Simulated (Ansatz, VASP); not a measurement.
**ZnSe: VASP beside Ansatz**

```
Zn Se
1.0
     0.00000    2.67305    2.67305
     2.67305    0.00000    2.67305
     2.67305    2.67305    0.00000
Zn Se
1 1
Direct
  0.00000 0.00000 0.00000
  0.25000 0.25000 0.25000
```

Alike in both runs: task single point; functional r2SCAN; k mesh 6 × 6 × 6; occupations gaussian, width 0.05 eV; no spin polarisation.

|  | VASP | Ansatz |
| --- | --- | --- |
| version | VASP 6.6.1 | Ansatz 0.2.0 |
| potentials or method | VASP PAW PBE potentials, release 64 (Zn, Se), cutoff 550 eV | scalar-relativistic, plane waves, PAW |
| valence electrons in the cell | 18 | 28 |

|  | VASP | Ansatz | Ansatz less VASP |
| --- | --- | --- | --- |
| gap on the k mesh at the Fermi level (eV) | 2.68 | 2.66 | -0.019 |
| least direct gap on the mesh (eV) | 2.68 | 2.66 | -0.019 |
| pressure (GPa) | 17.0 | 16.8 | -0.21 |

VASP's potentials were made for PBE, not for r2SCAN. VASP's potentials hold 18 valence electrons a cell and Ansatz's 28, so a difference there can come from the potentials and not from the codes.
